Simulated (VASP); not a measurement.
A run of VASP 6.6.1 is set up as follows.

Contents of INCAR:

```
SYSTEM = As
PREC = Accurate
ENCUT = 510
EDIFF = 1E-6
ISMEAR = -1
SIGMA = 0.05
LREAL = .FALSE.
LASPH = .TRUE.
NELM = 200
ALGO = Normal
ISIF = 2
LWAVE = .FALSE.
LCHARG = .TRUE.
MAGMOM = 0 0 0 0 0 0
LORBIT = 11
LSORBIT = .TRUE.
GGA_COMPAT = .FALSE.
LORBMOM = .TRUE.
GGA = PS
LVHAR = .TRUE.
NBANDS = 42
```

File KPOINTS:

```
Automatic mesh
0
G
  7 7 7
  0 0 0
```

Contents of POSCAR:

```
As
1.0
    1.8807968987      1.0858785957      3.5140619945
   -1.8807968987      1.0858785957      3.5140619945
    0.0000000000     -2.1717571915      3.5140619945
As
2
Direct
    0.2260000000      0.2260000000      0.2260000000
    0.7740000000      0.7740000000      0.7740000000
```

Potentials or basis: VASP PAW PBE potentials, release 64 (As_d).

Launch:

```sh
$ cat potpaw_PBE.64/As_d/POTCAR > POTCAR
$ mpirun -np 1 vasp_ncl > vasp.out
```

(1) Predict the largest force.

(2) Predict the net moment.

Answers

(1) 0.342 eV/Å.

(2) 0.00 μB per cell.

Caveat: the PAW data sets were made with another functional, which shifts forces and pressure a little.
